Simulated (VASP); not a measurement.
Write the native input for VASP 6.6.1 that does the following.

```yaml
Task: single point
Functional: PBE0
Potentials_or_basis: VASP PAW PBE potentials, release 64 (Ti_sv, C)
Cutoff: 520 eV
k_mesh: 6 × 6 × 6
Occupations: fermi-dirac, width 0.05 eV
Spin: no spin polarisation
Dipole_correction: no
Grid_for_exact_exchange_PRECFOCK: Normal
Further_INCAR_settings: ALGO = Normal; EDIFF = 1e-06; NBANDS = 15
```

The system is TiC.

```xyz
2
Lattice="0.0000 2.1657 2.1657 2.1657 0.0000 2.1657 2.1657 2.1657 0.0000" Properties=species:S:1:pos:R:3 pbc="T T T"
Ti    0.0000    0.0000    0.0000
C     2.1657    2.1657    2.1657
```

The input as run:

POSCAR

```
TiC
1.0
    0.0000000000      2.1657188437      2.1657188437
    2.1657188437      0.0000000000      2.1657188437
    2.1657188437      2.1657188437      0.0000000000
Ti C
1 1
Direct
    0.0000000000      0.0000000000      0.0000000000
    0.5000000000      0.5000000000      0.5000000000
```

INCAR.step1

```
PREC = Accurate
ENCUT = 520
EDIFF = 1E-5
ISMEAR = -1
SIGMA = 0.05
LREAL = False
LASPH = True
NELM = 100
ALGO = Normal
ISIF = 2
LWAVE = True
LCHARG = False
GGA = PE
NBANDS = 15
```

INCAR.step2

```
PREC = Accurate
ENCUT = 520
EDIFF = 1E-6
ISMEAR = -1
SIGMA = 0.05
LREAL = False
LASPH = True
NELM = 100
ALGO = Normal
ISIF = 2
LWAVE = False
LCHARG = False
GGA = PE
LHFCALC = True
AEXX = 0.25
PRECFOCK = Normal
ISTART = 1
NBANDS = 15
```

KPOINTS

```
Automatic mesh
0
Gamma
  6 6 6
```

Potentials or basis: VASP PAW PBE potentials, release 64 (Ti_sv, C).

Launch:

```sh
$ cat potpaw_PBE.64/Ti_sv/POTCAR potpaw_PBE.64/C/POTCAR > POTCAR
$ cp INCAR.step1 INCAR
$ mpirun -np 1 vasp_std > vasp.out
$ cp INCAR.step2 INCAR
$ mpirun -np 1 vasp_std > vasp.out
```

It gave:

```
Pressure               : -5.6 GPa
Band gap on the k mesh : zero (band 8 reaches 10.99 eV, above the bottom of band 9 at 8.52 eV)
```

Caveat: the k points lie up to 0.42 Å⁻¹ apart; the PAW data sets were made with another functional, which shifts forces and pressure a little.

Run time: 39 min on 1 thread of Oxide Virtual Turin-like Processor, on a shared host, peak memory 0.12 GiB.
